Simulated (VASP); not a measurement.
A run of VASP 6.6.1 is set up as follows.

File INCAR:

```
  ALGO = Normal
  EDIFF = 1E-7
  ENCUT = 520
  GGA = PE
  ISIF = 2
  ISMEAR = 0
  LASPH = T
  LCHARG = F
  LREAL = F
  LWAVE = F
  NBANDS = 21
  NELM = 60
  PREC = Accurate
  SIGMA = 0.01
```

The input KPOINTS:

```
k-points
0
Gamma
  6 6 6
```

Contents of POSCAR:

```
PbF2
1.0
    0.0000000000      2.9458083781      2.9458083781
    2.9458083781      0.0000000000      2.9458083781
    2.9458083781      2.9458083781      0.0000000000
Pb F
1 2
Direct
    0.0000000000      0.0000000000      0.0000000000
    0.7500000000      0.7500000000      0.7500000000
    0.2500000000      0.2500000000      0.2500000000
```

Potentials or basis: VASP PAW PBE potentials, release 64 (Pb_d, F).

The run is started by

```console
$ cat potpaw_PBE.64/Pb_d/POTCAR potpaw_PBE.64/F/POTCAR > POTCAR
$ mpirun -np 1 vasp_std > vasp.out
```

(1) What does it give for the pressure?

(2) Predict the band gap on the k mesh.

## Answers

(1) 4.0 GPa.

(2) 4.44 eV (least direct gap 4.56 eV).

Caveat: the cell stands under pressure; spin-orbit coupling is left out, which moves the levels of the heavy elements.
